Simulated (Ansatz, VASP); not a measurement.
WSe2 in VASP and in Ansatz

```xyz
3
Lattice="3.3179 0.0000 0.0000 -1.6590 2.8734 0.0000 0.0000 0.0000 16.6581" Properties=species:S:1:pos:R:3 pbc="T T T"
W     0.0000    0.0000    0.0000
Se   -0.0530    1.8626    1.6623
Se    0.0530    1.9686   14.9959
```

Change from the starting cell: mode 4 (170.3 1/cm) frozen in, largest displacement +0.075 Å.

Alike in both runs: task single point; functional PBEsol; k mesh 12 × 12 × 2; occupations gaussian, width 0.05 eV; no spin polarisation.

|  | VASP | Ansatz |
| --- | --- | --- |
| version | VASP 6.6.1 | Ansatz 0.2.0 |
| potentials or method | VASP PAW PBE potentials, release 64 (W_sv, Se), cutoff 520 eV | scalar-relativistic, plane waves, PAW |
| valence electrons in the cell | 26 | 46 |

|  | VASP | Ansatz | Ansatz less VASP |
| --- | --- | --- | --- |
| gap on the k mesh at the Fermi level (eV) | 1.51 | 1.51 | +0.003 |
| least direct gap on the mesh (eV) | 1.51 | 1.51 | +0.003 |
| rms of the force components (eV/Å) | 0.301 | 0.301 | -0.0002 |

VASP's potentials were made for PBE, not for PBEsol. Atom by atom the forces differ by 0.027 eV/Å (rms over components). VASP's potentials hold 26 valence electrons a cell and Ansatz's 46, so a difference there can come from the potentials and not from the codes. Ansatz's warnings: xc potential rough in thin density.

Spin-orbit coupling is off throughout.
